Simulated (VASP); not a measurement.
Write the native input for VASP 6.6.1 that does the following.

```yaml
Task: single point
Functional: PBE
Dispersion: D3(BJ)
Potentials_or_basis: VASP PAW PBE potentials, release 64 (Al)
Cutoff: 520 eV
k_mesh: 22 × 22 × 22
Occupations: gaussian, width 0.15 eV
Spin: no spin polarisation
Dipole_correction: no
Further_INCAR_settings: ALGO = Normal; EDIFF = 1e-07; NBANDS = 8
```

The structure of Al lies in POSCAR:

```
Al
1.0
    0.0000000000      1.8569006535      2.1670030626
    1.8569006535      0.0000000000      2.1670030626
    1.8569006535      1.8569006535      0.0000000000
Al
1
Direct
    0.0000000000      0.0000000000      0.0000000000
```

This cell differs from its parent crystal: volume 14.944 Å^3 an atom, c/a of the conventional cell 1.1670.

The input as run:

INCAR

```
PREC = Accurate
ENCUT = 520
EDIFF = 1E-7
ISMEAR = 0
SIGMA = 0.15
LREAL = False
LASPH = True
NELM = 60
ALGO = Normal
ISIF = 2
LWAVE = False
LCHARG = False
GGA = PE
IVDW = 12
NBANDS = 8
```

KPOINTS

```
regular mesh
0
Gamma
  22 22 22
```

Potentials or basis: VASP PAW PBE potentials, release 64 (Al).

Run with:

```bash
$ cat potpaw_PBE.64/Al/POTCAR > POTCAR
$ mpirun -np 1 vasp_std > vasp.out
```

It gave:

```yaml
Pressure: 7.8 GPa
Dispersion_energy_per_atom: -0.373 eV
```

Caveat: pairwise dispersion overbinds metals, which lowers pressure and volume.

Run time: 24 s on 1 thread of Intel(R) Xeon(R) 6975P-C (Granite Rapids) (shared host), peak memory 0.2 GiB.
